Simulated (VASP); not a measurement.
Here is a VASP 6.6.1 calculation.

The input INCAR:

```
SYSTEM = PtSe2
ALGO     = Normal         ! electronic algorithm
EDIFF    = 1E-6           ! SCF threshold, eV
ENCUT    = 500            ! plane-wave cutoff, eV
GGA      = PE             ! functional
GGA_COMPAT= .FALSE.      
ISIF     = 2              ! what is computed and relaxed
ISMEAR   = -1             ! smearing method
LASPH    = .TRUE.         ! aspherical terms in the spheres
LCHARG   = .FALSE.        ! write CHGCAR
LREAL    = .FALSE.        ! projectors in reciprocal space
LWAVE    = .FALSE.        ! write WAVECAR
NBANDS   = 18             ! bands
NELM     = 120            ! most SCF steps
PREC     = Accurate       ! precision mode
SIGMA    = 0.05           ! smearing width, eV
```

Contents of KPOINTS:

```
k-points
0
G
  9 9 6
  0 0 0
```

The input POSCAR:

```
PtSe2
1.0
    3.7730056198      0.0000000000      0.0000000000
   -1.8865028099      3.2675191169      0.0000000000
    0.0000000000      0.0000000000      5.1286129021
Pt Se
1 2
Direct
    0.0000000000      0.0000000000      0.0000000000
    0.3333333333      0.6666666667      0.2500000000
    0.6666666667      0.3333333333      0.7500000000
```

Potentials or basis: VASP PAW PBE potentials, release 64 (Pt, Se).

Launch:

```console
$ cat potpaw_PBE.64/Pt/POTCAR potpaw_PBE.64/Se/POTCAR > POTCAR
$ mpirun -np 1 vasp_std > vasp.out
```

Question: Estimate the largest force.

Answer: 0.108 eV/Å.

Question: What does it give for the pressure?

Answer: 2.1 GPa.

Question: Estimate the band gap on the k mesh.

Answer: Zero (band 11 reaches 6.39 eV, above the bottom of band 12 at 6.02 eV).

Stress tensor (GPa, compression positive):
```
2.11 0.00 0.00
0.00 2.11 0.00
0.00 0.00 1.97
```

Caveat: spin-orbit coupling is left out, which moves the levels of the heavy elements.
